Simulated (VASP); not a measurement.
NdRe3, 4 atoms in the cell. Symmetry: Pm-3m, No. 221, cubic system. Conventional cell: a = 4.039 Å, b = 4.039 Å, c = 4.039 Å, α = 90.00°, β = 90.00°, γ = 90.00°. Nd (site symmetry m-3m) has 12 Re at 2.86 Å within 3.8 Å. Re (site symmetry 4/mmm) has 4 Nd at 2.86 Å and 8 Re at 2.86 Å within 3.8 Å. 

- Program: VASP 6.6.1
- Task: single point
- Functional: PBEsol
- Potentials or basis: VASP PAW PBE potentials, release 64 (Nd, Re)
- Cutoff: 520 eV
- k mesh: 8 × 8 × 8
- Occupations: gaussian, width 0.05 eV
- Spin: collinear spin, ferromagnetic start
- Starting moments: [2.51, 0.0, 0.0, 0.0] μB
- Dipole correction: no
- k mesh for the DOS: 12 × 12 × 12
- Occupations for the DOS: tetrahedron
- Further INCAR settings: ALGO = Normal; EDIFF = 1e-06; NBANDS = 30

Potentials or basis: VASP PAW PBE potentials, release 64 (Nd, Re).

The run is started by

```bash
$ cat potpaw_PBE.64/Nd/POTCAR potpaw_PBE.64/Re/POTCAR > POTCAR
$ cp INCAR.step1 INCAR
$ cp KPOINTS.step1 KPOINTS
$ mpirun -np 1 vasp_std > vasp.out
$ cp INCAR.step2 INCAR
$ cp KPOINTS.step2 KPOINTS
$ mpirun -np 1 vasp_std > vasp.out
```

Hardware: 1 thread of Intel(R) Xeon(R) Platinum 8488C (Sapphire Rapids), with other jobs on the host.

Task: Estimate the wall time of this run.

Result: Run time: 8.9 min on 1 thread of Intel(R) Xeon(R) Platinum 8488C (Sapphire Rapids), with other jobs on the host, peak memory 0.37 GiB. Counts: k points 84.
